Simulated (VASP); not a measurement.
# GaAg3 (P1) in VASP: single point with LDA

Aim: the single point of GaAg3 with LDA.

Everything below comes from runs of VASP 6.6.1. Logs are shortened: lines on timing, memory, paths and dates and some standing lists are left out, and cuts for length are marked.

## (1) The cell of the first run

The typed cell holds 4 atoms: a = 4.074 Å, b = 3.977 Å, c = 4.097 Å, α = 90.94°, β = 89.64°, γ = 89.35°.

## (2) Single point, LDA

Input file INCAR:

```
  PREC = Accurate
  ENCUT = 520
  EDIFF = 1E-6
  ISMEAR = -1
  SIGMA = 0.1
  LREAL = F
  LASPH = T
  NELM = 60
  ALGO = Normal
  ISIF = 2
  LWAVE = F
  LCHARG = F
  GGA = CA
  NBANDS = 31
```

Input file KPOINTS:

```
regular mesh
0
Gamma
  4 4 4
```

Input file POSCAR:

```
GaAg3
1.0
    4.0741900000      0.0227600000      0.0128600000
    0.0227600000      3.9765100000     -0.0330000000
    0.0128600000     -0.0330000000      4.0964600000
Ga Ag
1 3
Direct
    0.0066000000      0.0051800000      0.9976500000
    0.4930800000      0.9991700000      0.4895000000
    0.0040900000      0.4947500000      0.5223600000
    0.4873600000      0.5029800000      0.9983400000
```

Potentials or basis: VASP PAW LDA potentials, release 64 (Ga_d, Ag).

The run is started by

```sh
$ cat potpaw_LDA.64/Ga_d/POTCAR potpaw_LDA.64/Ag/POTCAR > POTCAR
$ mpirun -np 1 vasp_std > vasp.out
```

OUTCAR:

```text
PREC = Accurate
   ENCUT = 520
   EDIFF = 1E-6
   ISMEAR = -1
   LREAL = F
   LASPH = T
   NELM = 60
   ISIF = 2
   GGA = CA

 ion  position               nearest neighbor table
   1  0.007  0.005  0.998-   3 2.78   4 2.78   3 2.79   4 2.80   2 2.84   2 2.87   3 2.88   4 2.88
                             2 2.90   4 2.93   2 2.96   3 2.98
   2  0.493  0.999  0.489-   3 2.79   4 2.80   1 2.84   3 2.85   4 2.86   1 2.87   4 2.87   3 2.88
                             3 2.89   4 2.89   1 2.90   1 2.96
   3  0.004  0.495  0.522-   1 2.78   4 2.78   2 2.79   1 2.79   2 2.85   4 2.86   1 2.88   2 2.88
                             2 2.89   4 2.90   1 2.98   4 3.02
   4  0.487  0.503  0.998-   3 2.78   1 2.78   2 2.80   1 2.80   3 2.86   2 2.86   2 2.87   1 2.88
                             2 2.89   3 2.90   1 2.93   3 3.02

  LATTYP: Found a triclinic cell.
 ALAT       =     5.6611242035
 B/A-ratio  =     0.7024597793
 C/A-ratio  =     1.0237788536
 COS(alpha) =     0.0036144487
 COS(beta)  =     0.5116468234
 COS(gamma) =     0.6943394797

  Lattice vectors:

 A1 = (  -4.0514300000,   3.9537500000,  -0.0458600000)
 A2 = (   0.0227600000,   3.9765100000,  -0.0330000000)
 A3 = (  -4.0870500000,   0.0102400000,  -4.1093200000)

Analysis of symmetry for initial positions (statically):
=====================================================================
 Subroutine PRICEL returns:
 Original cell was already a primitive cell.

 Routine SETGRP: Setting up the symmetry group for a
 triclinic supercell.

 Subroutine GETGRP returns: Found  1 space group operations
 (whereof  1 operations were pure point group operations)
 out of a pool of  2 trial point group operations.

The static configuration has the point symmetry C_1 .

Analysis of symmetry for dynamics (positions and initial velocities):
=====================================================================
 Subroutine PRICEL returns:
 Original cell was already a primitive cell.

 Routine SETGRP: Setting up the symmetry group for a
 triclinic supercell.

 Subroutine GETGRP returns: Found  1 space group operations
 (whereof  1 operations were pure point group operations)
 out of a pool of  2 trial point group operations.

The dynamic configuration has the point symmetry C_1 .

 Subroutine INISYM returns: Found  1 space group operations
 (whereof  1 operations are pure point group operations),
 and found     1 'primitive' translations

----------------------------------------------------------------------------------------

                                     Primitive cell

  volume of cell :      66.3597

  direct lattice vectors                    reciprocal lattice vectors
     4.074190000  0.022760000  0.012860000     0.245457914 -0.001411395 -0.000781935
     0.022760000  3.976510000 -0.033000000    -0.001411395  0.251501726  0.002030462
     0.012860000 -0.033000000  4.096460000    -0.000781935  0.002030462  0.244132022

  length of vectors
     4.074273868  3.976712059  4.096613102     0.245463217  0.251513882  0.244141717

  position of ions in fractional coordinates (direct lattice)
     0.006600000  0.005180000  0.997650000
     0.493080000  0.999170000  0.489500000
     0.004090000  0.494750000  0.522360000
     0.487360000  0.502980000  0.998340000

  ion indices of the primitive-cell ions
   primitive index   ion index
                 1           1
                 2           2
                 3           3
                 4           4

----------------------------------------------------------------------------------------

 KPOINTS: regular mesh

Automatic generation of k-mesh.
 Grid dimensions read from file:
 generate k-points for:    4    4    4

 Generating k-lattice:

  Cartesian coordinates                     Fractional coordinates (reciprocal lattice)
     0.061364479 -0.000352849 -0.000195484     0.250000000 -0.000000000 -0.000000000
    -0.000352849  0.062875432  0.000507616     0.000000000  0.250000000  0.000000000
    -0.000195484  0.000507616  0.061033005    -0.000000000  0.000000000  0.250000000

  Length of vectors
     0.061365804  0.062878471  0.061035429

  Shift w.r.t. Gamma in fractional coordinates (k-lattice)
     0.000000000  0.000000000  0.000000000

 Subroutine IBZKPT returns following result:
 ===========================================

 Found     36 irreducible k-points:

 Following reciprocal coordinates:
            Coordinates               Weight
  0.000000  0.000000  0.000000      1.000000
  0.250000 -0.000000  0.000000      2.000000
  0.500000 -0.000000  0.000000      1.000000
  0.000000  0.250000  0.000000      2.000000
  0.250000  0.250000  0.000000      2.000000
  0.500000  0.250000  0.000000      2.000000
[... 16 lines left out ...]
  0.000000 -0.250000  0.250000      2.000000
  0.250000 -0.250000  0.250000      2.000000
 [... further k-points ...]
   k-points           NKPTS =     36   k-points in BZ     NKDIM =     36   number of bands    NBANDS=     31
   number of dos      NEDOS =    301   number of ions     NIONS =      4
   total plane-waves  NPLWV =  27000
   dimension x,y,z NGX =    30 NGY =   30 NGZ =   30
   dimension x,y,z NGXF=    60 NGYF=   60 NGZF=   60
   ions per type =               1   3
   NGX,Y,Z   is equivalent  to a cutoff of  12.24, 12.54, 12.17 a.u.
   NGXF,Y,Z  is equivalent  to a cutoff of  24.48, 25.08, 24.35 a.u.
 SYSTEM =  unknown system
   PREC   = accura    normal or accurate (medium, high low for compatibility)
   ISTART =      0    job   : 0-new  1-cont  2-samecut
   ICHARG =      2    charge: 1-file 2-atom 10-const
   ISPIN  =      1    spin polarized calculation?
   LNONCOLLINEAR =      F non collinear calculations
   LSORBIT =      F    spin-orbit coupling
   LASPH  =      T    aspherical Exc in radial PAW
   ENCUT  =  520.0 eV  38.22 Ry    6.18 a.u.   7.58  7.39  7.62*2*pi/ulx,y,z
   NELM   =     60;   NELMIN=  2; NELMDL= -5     # of ELM steps
   EDIFF  = 0.1E-05   stopping-criterion for ELM
   LREAL  =      F    real-space projection
   EDIFFG = 0.1E-04   stopping-criterion for IOM
   NSW    =      0    number of steps for IOM
   IBRION =     -1    ionic relax: 0-MD 1-quasi-New 2-CG
   NFREE  =      0    steps in history (QN), initial steepest desc. (CG)
   ISIF   =      2    stress and relaxation
   ISYM   =      2    0-nonsym 1-usesym 2-fastsym
   POTIM  = 0.5000    time-step for ionic-motion
   TEBEG  =    0.0;   TEEND  =   0.0 temperature during run
   PSTRESS=    0.0 pullay stress
   NELECT =      46.0000    total number of electrons
   NUPDOWN=      -1.0000    fix difference up-down
   EMIN   =  10.00;   EMAX   =-10.00  energy-range for DOS
   EFERMI =   0.00;   METHOD = LEGACY
   ISMEAR =    -1;   SIGMA  =   0.10  broadening in eV -4-tet -1-fermi 0-gaus
   EFERMI_NEDOS =   21; number of points for ismear=-14 and -15
   IALGO  =     38    algorithm
   IMIX   =      4    mixing-type and parameters
     AMIX     =   0.40;   BMIX     =  1.00
     AMIX_MAG =   1.60;   BMIX_MAG =  1.00
  volume/ion in A,a.u.               =      16.59       111.95
  Fermi-wavevector in a.u.,A,eV,Ry     =   1.448858  2.737945 28.561213  2.099190
  Thomas-Fermi vector in A             =   2.566651
   LORBIT       =      0    0 simple, 1 ext, 2 COOP (PROOUT), +10 PAW based schemes
   GGA     = CA    functional components
   LHFCALC =     F    Hartree Fock is set to
   AEXX    =    0.0000 exact exchange contribution
   IVDW    =     0    specifies the selected vdW correction
   LEPSILON=     F    determine dielectric tensor
   LRPA    =     F    only Hartree local field effects (RPA)
 non-spin polarized calculation
  energy-cutoff  :      520.00
  volume of cell :       66.36
 maximum number of plane-waves:      1803
   NGX = 15   NGY = 15   NGZ = 15

 number of electron      46.0000000 magnetization

 Free energy of the ion-electron system (eV)
  ---------------------------------------------------
  ext. energy  EPLUGINS =         0.00000000
  ---------------------------------------------------
  free energy    TOTEN  =       -15.00024252 eV

  energy without entropy =      -14.95128038  energy(sigma->0) =      -14.97576145

 E-fermi :   8.3817     XC(G=0): -12.5649

 val. band max:        8.3812455635   @ k =   0.5000   0.2500   0.0000
 cond. band min:       8.4065199866   @ k =   0.5000   0.2500   0.2500
 fundamental gap:      0.0252744231
 Fermi energy:         8.3816531109

 k-point     1 :       0.0000    0.0000    0.0000
  band No.  band energies     occupation
      1      -6.8428      2.00000
      2      -6.8411      2.00000
      3      -6.8340      2.00000
      4      -6.8330      2.00000
      5      -6.8277      2.00000
      6      -1.4399      2.00000
[... 23 lines left out ...]
     30      16.3999      0.00000
     31      18.5310      0.00000

 k-point     2 :       0.2500   -0.0000    0.0000
  band No.  band energies     occupation
      1      -6.8371      2.00000
      2      -6.8317      2.00000
      3      -6.8288      2.00000
      4      -6.8263      2.00000
      5      -6.8239      2.00000
      6      -0.8684      2.00000
[... 23 lines left out ...]
     30      16.5581      0.00000
     31      16.8869      0.00000

 k-point     3 :       0.5000   -0.0000    0.0000
  band No.  band energies     occupation
      1      -6.8321      2.00000
      2      -6.8302      2.00000
      3      -6.8235      2.00000
      4      -6.8202      2.00000
      5      -6.8113      2.00000
      6       0.2076      2.00000
[... 23 lines left out ...]
     30      15.3180      0.00000
     31      20.4524      0.00000

 k-point     4 :       0.0000    0.2500    0.0000
  band No.  band energies     occupation
      1      -6.8354      2.00000
      2      -6.8300      2.00000
      3      -6.8291      2.00000
      4      -6.8259      2.00000
      5      -6.8244      2.00000
      6      -0.8350      2.00000
[... 635 lines left out ...]
     30      17.7378      0.00000
     31      18.9855      0.00000

 k-point    23 :       0.0000   -0.2500    0.2500
  band No.  band energies     occupation
      1      -6.8346      2.00000
      2      -6.8289      2.00000
      3      -6.8252      2.00000
      4      -6.8230      2.00000
      5      -6.8159      2.00000
      6      -0.3562      2.00000
[... 23 lines left out ...]
     30      16.4319      0.00000
     31      16.8556      0.00000

 k-point    24 :       0.2500   -0.2500    0.2500
  band No.  band energies     occupation
      1      -6.8335      2.00000
      2      -6.8315      2.00000
      3      -6.8270      2.00000
      4      -6.8139      2.00000
      5      -6.8128      2.00000
      6       0.0236      2.00000
[... 23 lines left out ...]
     30      17.2881      0.00000
     31      17.6674      0.00000

 [... further k-points ...]
[... 5 lines left out ...]
  --------------------------------------------------------------------------------------
  -------------------------------------------------------------------------------------
  Total       -1.9441402     -1.7054550     -1.9261260     -0.1987952      0.2303797      0.0963841
  in kB      -46.9389584    -41.1761854    -46.5040254     -4.7996744      5.5622444      2.3270785
  external PRESSURE =     -44.8730564 kB  Pullay stress =       0.0000000 kB

 VOLUME and BASIS-vectors are now :
 -----------------------------------------------------------------------------
  energy-cutoff  :      520.00
  volume of cell :       66.36
      direct lattice vectors                 reciprocal lattice vectors
     4.074190000  0.022760000  0.012860000     0.245457914 -0.001411395 -0.000781935
     0.022760000  3.976510000 -0.033000000    -0.001411395  0.251501726  0.002030462
     0.012860000 -0.033000000  4.096460000    -0.000781935  0.002030462  0.244132022

 POSITION                                       TOTAL-FORCE (eV/Angst)
 -----------------------------------------------------------------------------------
      0.03984     -0.01217      4.08675        -0.180767     -0.042500      0.109054
      2.03794      3.96828      1.97859         0.234370     -0.016813      0.041313
      0.03464      1.95023      2.12355        -0.322701      0.092985     -0.285593
      2.00988      1.97825      4.07933         0.269098     -0.033672      0.135226
 -----------------------------------------------------------------------------------
    total drift:                               -0.000491      0.000196      0.000175

  FREE ENERGIE OF THE ION-ELECTRON SYSTEM (eV)
  ---------------------------------------------------
  free  energy   TOTEN  =       -15.0002425232 eV

  energy  without entropy=      -14.9512803802  energy(sigma->0) =      -14.97576145
```

Wall time 44 s (1 thread of Intel Xeon Platinum 8488C (Sapphire Rapids), shared host); peak memory 0.18 GiB.

What came out:

```
Free energy            : -15.0002 eV
Pressure               : -4.5 GPa
Largest force          : 0.441 eV/Å
Band gap on the k mesh : zero (bands 23 and 24 overlap by 4.38 eV)
```

Forces in eV/Å, atoms in the order of the input:
```
Ga  -0.181 -0.043  0.109
Ag   0.234 -0.017  0.041
Ag  -0.323  0.093 -0.286
Ag   0.269 -0.034  0.135
```

Stress tensor (GPa, compression positive):
```
-4.69 -0.48  0.23
-0.48 -4.12  0.56
 0.23  0.56 -4.65
```

Levels at points of the mesh, in eV from the Fermi level:
```csv
k point,band 21,band 22,band 23,band 24,band 25,band 26
"(0.00, 0.00, 0.00)",-3.15,-0.53,-0.47,-0.10,1.99,4.90
"(0.50, 0.00, 0.00)",-3.82,-3.16,2.49,2.86,3.22,4.19
"(0.00, 0.50, 0.00)",-3.90,-3.26,2.34,3.07,3.14,4.34
"(0.50, 0.50, 0.00)",-3.31,-2.67,-1.57,-1.45,4.64,5.02
"(0.00, 0.00, 0.50)",-3.82,-3.15,2.60,2.86,3.17,4.29
"(0.50, 0.00, 0.50)",-3.42,-2.83,-1.68,-1.62,5.01,5.26
"(0.00, 0.50, 0.50)",-3.34,-2.68,-1.62,-1.44,4.57,5.20
"(0.50, 0.50, 0.50)",-2.51,-2.42,-2.37,-1.14,-0.90,2.11
```

Caveat: the k points lie up to 0.40 Å⁻¹ apart, too coarse for converged energies and pressures of a metal.
